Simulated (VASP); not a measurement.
# GaN (R3m) in VASP: notebook, part 2 of 2

VASP 6.6.1. Earlier steps stand in the parts before.

### 3 Single point, r2SCAN

Input file POSCAR:

```
GaN
1.0
    0.0000000000      2.2535006075      2.2535006075
    2.2535006075      0.0000000000      2.2535006075
    2.2535006075      2.2535006075      0.0000000000
Ga N
1 1
Direct
   -0.0096075568     -0.0096075568     -0.0096075568
    0.7500000000      0.7500000000      0.7500000000
```

Input file INCAR.step1:

```
PREC = Accurate ; ENCUT = 1460
ISMEAR = 0 ; SIGMA = 0.2
LREAL = F ; LASPH = T
NELM = 120 ; NBANDS = 16
GGA = PE ; ALGO = Normal
EDIFF = 1E-5 ; LWAVE = T
LCHARG = F ; GGA_COMPAT = F
```

Input file INCAR.step2:

```
PREC = Accurate ; ENCUT = 1460
EDIFF = 1E-6 ; ISMEAR = 0
SIGMA = 0.2 ; LREAL = F
LASPH = T ; NELM = 120
ALGO = Normal ; ISIF = 2
LWAVE = F ; LCHARG = F
METAGGA = R2SCAN ; LMIXTAU = T
NBANDS = 16 ; ISTART = 1
GGA_COMPAT = F
```

Input file KPOINTS:

```
Automatic mesh
0
Gamma
  10 10 10
```

Potentials or basis: VASP PAW PBE potentials, release 64 (Ga_d, N_h).

Started as:

```bash
cat potpaw_PBE.64/Ga_d/POTCAR potpaw_PBE.64/N_h/POTCAR > POTCAR
cp INCAR.step1 INCAR
mpirun -np 1 vasp_std > vasp.out
cp INCAR.step2 INCAR
mpirun -np 1 vasp_std > vasp.out
```

OUTCAR:

```text
PREC = Accurate
   ENCUT = 1460
   EDIFF = 1E-6
   ISMEAR = 0
   LREAL = F
   LASPH = T
   NELM = 120
   ISIF = 2
   METAGGA = R2SCAN
   ISTART = 1

 ion  position               nearest neighbor table
   1  0.990  0.990  0.990-   2 1.88   2 1.98   2 1.98   2 1.98
   2  0.750  0.750  0.750-   1 1.88   1 1.98   1 1.98   1 1.98

  LATTYP: Found a face centered cubic cell.
 ALAT       =     4.5070012150

  Lattice vectors:

 A1 = (   0.0000000000,   2.2535006075,   2.2535006075)
 A2 = (   2.2535006075,   0.0000000000,   2.2535006075)
 A3 = (   2.2535006075,   2.2535006075,   0.0000000000)

Analysis of symmetry for initial positions (statically):
=====================================================================
 Subroutine PRICEL returns:
 Original cell was already a primitive cell.

 Routine SETGRP: Setting up the symmetry group for a
 face centered cubic supercell.

 Subroutine GETGRP returns: Found  6 space group operations
 (whereof  6 operations were pure point group operations)
 out of a pool of 48 trial point group operations.

The static configuration has the point symmetry C_3v.

Analysis of symmetry for dynamics (positions and initial velocities):
=====================================================================
 Subroutine PRICEL returns:
 Original cell was already a primitive cell.

 Routine SETGRP: Setting up the symmetry group for a
 face centered cubic supercell.

 Subroutine GETGRP returns: Found  6 space group operations
 (whereof  6 operations were pure point group operations)
 out of a pool of 48 trial point group operations.

The dynamic configuration has the point symmetry C_3v.

 Subroutine INISYM returns: Found  6 space group operations
 (whereof  6 operations are pure point group operations),
 and found     1 'primitive' translations

----------------------------------------------------------------------------------------

                                     Primitive cell

  volume of cell :      22.8877

  direct lattice vectors                    reciprocal lattice vectors
     0.000000000  2.253500607  2.253500607    -0.221877020  0.221877020  0.221877020
     2.253500607  0.000000000  2.253500607     0.221877020 -0.221877020  0.221877020
     2.253500607  2.253500607  0.000000000     0.221877020  0.221877020 -0.221877020

  length of vectors
     3.186931122  3.186931122  3.186931122     0.384302272  0.384302272  0.384302272

  position of ions in fractional coordinates (direct lattice)
     0.990392443  0.990392443  0.990392443
     0.750000000  0.750000000  0.750000000

  ion indices of the primitive-cell ions
   primitive index   ion index
                 1           1
                 2           2

----------------------------------------------------------------------------------------

 KPOINTS: Automatic mesh

Automatic generation of k-mesh.
 Grid dimensions read from file:
 generate k-points for:   10   10   10

 Generating k-lattice:

  Cartesian coordinates                     Fractional coordinates (reciprocal lattice)
    -0.022187702  0.022187702  0.022187702     0.100000000  0.000000000  0.000000000
     0.022187702 -0.022187702  0.022187702     0.000000000  0.100000000  0.000000000
     0.022187702  0.022187702 -0.022187702     0.000000000  0.000000000  0.100000000

  Length of vectors
     0.038430227  0.038430227  0.038430227

  Shift w.r.t. Gamma in fractional coordinates (k-lattice)
     0.000000000  0.000000000  0.000000000

 Subroutine IBZKPT returns following result:
 ===========================================

 Found    116 irreducible k-points:

 Following reciprocal coordinates:
            Coordinates               Weight
  0.000000  0.000000  0.000000      1.000000
  0.100000  0.000000  0.000000      6.000000
  0.100000  0.100000  0.100000      2.000000
  0.200000  0.000000  0.000000      6.000000
  0.200000  0.200000  0.200000      2.000000
  0.300000  0.000000  0.000000      6.000000
[... 16 lines left out ...]
  0.100000  0.100000 -0.400000      6.000000
  0.500000  0.400000  0.500000      6.000000
 [... further k-points ...]
   k-points           NKPTS =    116   k-points in BZ     NKDIM =    116   number of bands    NBANDS=     16
   number of dos      NEDOS =    301   number of ions     NIONS =      2
   total plane-waves  NPLWV =  64000
   dimension x,y,z NGX =    40 NGY =   40 NGZ =   40
   dimension x,y,z NGXF=    80 NGYF=   80 NGZF=   80
   ions per type =               1   1
   NGX,Y,Z   is equivalent  to a cutoff of  20.87, 20.87, 20.87 a.u.
   NGXF,Y,Z  is equivalent  to a cutoff of  41.73, 41.73, 41.73 a.u.
 SYSTEM =  unknown system
   PREC   = accura    normal or accurate (medium, high low for compatibility)
   ISTART =      1    job   : 0-new  1-cont  2-samecut
   ICHARG =      0    charge: 1-file 2-atom 10-const
   ISPIN  =      1    spin polarized calculation?
   LNONCOLLINEAR =      F non collinear calculations
   LSORBIT =      F    spin-orbit coupling
   LASPH  =      T    aspherical Exc in radial PAW
   ENCUT  = 1460.0 eV 107.31 Ry   10.36 a.u.   9.93  9.93  9.93*2*pi/ulx,y,z
   NELM   =    120;   NELMIN=  2; NELMDL=  0     # of ELM steps
   EDIFF  = 0.1E-05   stopping-criterion for ELM
   LREAL  =      F    real-space projection
   EDIFFG = 0.1E-04   stopping-criterion for IOM
   NSW    =      0    number of steps for IOM
   IBRION =     -1    ionic relax: 0-MD 1-quasi-New 2-CG
   NFREE  =      0    steps in history (QN), initial steepest desc. (CG)
   ISIF   =      2    stress and relaxation
   ISYM   =      2    0-nonsym 1-usesym 2-fastsym
   POTIM  = 0.5000    time-step for ionic-motion
   TEBEG  =    0.0;   TEEND  =   0.0 temperature during run
   PSTRESS=    0.0 pullay stress
   NELECT =      18.0000    total number of electrons
   NUPDOWN=      -1.0000    fix difference up-down
   EMIN   =  10.00;   EMAX   =-10.00  energy-range for DOS
   EFERMI =   0.00;   METHOD = LEGACY
   ISMEAR =     0;   SIGMA  =   0.20  broadening in eV -4-tet -1-fermi 0-gaus
   EFERMI_NEDOS =   21; number of points for ismear=-14 and -15
   IALGO  =     38    algorithm
   IMIX   =      4    mixing-type and parameters
     AMIX     =   0.40;   BMIX     =  1.00
     AMIX_MAG =   1.60;   BMIX_MAG =  1.00
  volume/ion in A,a.u.               =      11.44        77.23
  Fermi-wavevector in a.u.,A,eV,Ry     =   1.511117  2.855596 31.068543  2.283473
  Thomas-Fermi vector in A             =   2.621216
   LORBIT       =      0    0 simple, 1 ext, 2 COOP (PROOUT), +10 PAW based schemes
   METAGGA = R2SCAN    functional components
   LHFCALC =     F    Hartree Fock is set to
   AEXX    =    0.0000 exact exchange contribution
   IVDW    =     0    specifies the selected vdW correction
   LEPSILON=     F    determine dielectric tensor
   LRPA    =     F    only Hartree local field effects (RPA)
 non-spin polarized calculation
 Gauss-broadening in eV      SIGMA  =   0.20
  energy-cutoff  :     1460.00
  volume of cell :       22.89
 maximum number of plane-waves:      2914
   NGX = 19   NGY = 19   NGZ = 19

 number of electron      18.0000001 magnetization

 Free energy of the ion-electron system (eV)
  ---------------------------------------------------
  ext. energy  EPLUGINS =         0.00000000
  ---------------------------------------------------
  free energy    TOTEN  =       -21.85996724 eV

  energy without entropy =      -21.85996724  energy(sigma->0) =      -21.85996724

 E-fermi :   6.2361     XC(G=0): -12.6248

 val. band max:        5.3938683458   @ k =   0.0000   0.0000   0.0000
 cond. band min:       7.4314597598   @ k =   0.0000   0.0000   0.0000
 fundamental gap:      2.0375914140
 Fermi energy:         6.2360687250

 k-point     1 :       0.0000    0.0000    0.0000
  band No.  band energies     occupation
      1     -11.4420      2.00000
      2      -8.5475      2.00000
      3      -8.5145      2.00000
      4      -8.5145      2.00000
      5      -8.1799      2.00000
      6      -8.1799      2.00000
[... 8 lines left out ...]
     15      24.9327      0.00000
     16      24.9327      0.00000
[... 419 lines left out ...]
 k-point    24 :       0.5000    0.4000    0.5000
  band No.  band energies     occupation
      1     -10.4039      2.00000
      2      -8.4110      2.00000
      3      -8.3908      2.00000
      4      -8.1544      2.00000
      5      -8.1250      2.00000
      6      -7.0027      2.00000
[... 8 lines left out ...]
     15      24.8799      0.00000
     16      25.9943      0.00000

 [... further k-points ...]

------------------------ aborting loop because EDIFF is reached ----------------------------------------

  FORCE on cell =-STRESS in cart. coord.  units (eV):
  Direction    XX          YY          ZZ          XY          YZ          ZX
  --------------------------------------------------------------------------------------
  -------------------------------------------------------------------------------------
  Total        0.0803117      0.0803117      0.0803117      0.4433517      0.4433517      0.4433517
  in kB        5.6219434      5.6219434      5.6219434     31.0353002     31.0353002     31.0353002
  external PRESSURE =       5.6219434 kB  Pullay stress =       0.0000000 kB

 VOLUME and BASIS-vectors are now :
 -----------------------------------------------------------------------------
  energy-cutoff  :     1460.00
  volume of cell :       22.89
      direct lattice vectors                 reciprocal lattice vectors
     0.000000000  2.253500607  2.253500607    -0.221877020  0.221877020  0.221877020
     2.253500607  0.000000000  2.253500607     0.221877020 -0.221877020  0.221877020
     2.253500607  2.253500607  0.000000000     0.221877020  0.221877020 -0.221877020

 POSITION                                       TOTAL-FORCE (eV/Angst)
 -----------------------------------------------------------------------------------
      4.46370      4.46370      4.46370         0.664912      0.664912      0.664912
      3.38025      3.38025      3.38025        -0.664912     -0.664912     -0.664912
 -----------------------------------------------------------------------------------
    total drift:                               -0.000019     -0.000019     -0.000019

  FREE ENERGIE OF THE ION-ELECTRON SYSTEM (eV)
  ---------------------------------------------------
  free  energy   TOTEN  =       -21.8599672373 eV

  energy  without entropy=      -21.8599672372  energy(sigma->0) =      -21.85996724
```

OSZICAR.step1:

```text
N       E                     dE             d eps       ncg     rms          rms(c)
DAV:   1     0.139639544129E+03    0.13964E+03   -0.15868E+04  3968   0.371E+03
DAV:   2     0.116200610601E+01   -0.13848E+03   -0.12633E+03  4104   0.538E+02
DAV:   3    -0.138015383357E+02   -0.14964E+02   -0.14689E+02  4264   0.111E+02
DAV:   4    -0.141188131730E+02   -0.31727E+00   -0.31683E+00  4512   0.168E+01
DAV:   5    -0.141226896265E+02   -0.38765E-02   -0.38764E-02  4568   0.176E+00    0.771E+00
DAV:   6    -0.121184129989E+02    0.20043E+01   -0.50422E+00  5576   0.399E+01    0.209E+00
DAV:   7    -0.121203462619E+02   -0.19333E-02   -0.27201E-01  3920   0.621E+00    0.134E+00
DAV:   8    -0.121159594518E+02    0.43868E-02   -0.53064E-02  4304   0.320E+00    0.376E-01
DAV:   9    -0.121134199647E+02    0.25395E-02   -0.89688E-03  5664   0.230E+00    0.801E-02
DAV:  10    -0.121136455835E+02   -0.22562E-03   -0.89317E-04  4336   0.439E-01    0.339E-02
DAV:  11    -0.121136203627E+02    0.25221E-04   -0.13739E-04  5680   0.191E-01    0.760E-03
DAV:  12    -0.121136216861E+02   -0.13234E-05   -0.15269E-05  3792   0.566E-02
   1 F= -.12113622E+02 E0= -.12113622E+02  d E =-.152669E-10
```

Run time: 7.7 min. Hardware: 1 thread of Intel Xeon Platinum 8259CL at 2.50GHz (Skylake/Cascade Lake), shared host; peak memory 0.41 GiB.

What came out:

```
Free energy            : -21.8600 eV
Pressure               : 0.6 GPa
Largest force          : 1.152 eV/Å
Band gap on the k mesh : 2.04 eV
```

Forces in eV/Å, atoms in the order of the input:
```
Ga   0.665  0.665  0.665
N   -0.665 -0.665 -0.665
```

Stress tensor (GPa, compression positive):
```
0.56 3.10 3.10
3.10 0.56 3.10
3.10 3.10 0.56
```

Caveat: the cell differs from its parent crystal (all Ga atoms moved +0.075 Å, as atom 1 towards its neighbour atom 2 (N) at 1.952 Å); the PAW data sets were made with another functional, which shifts forces and pressure a little.
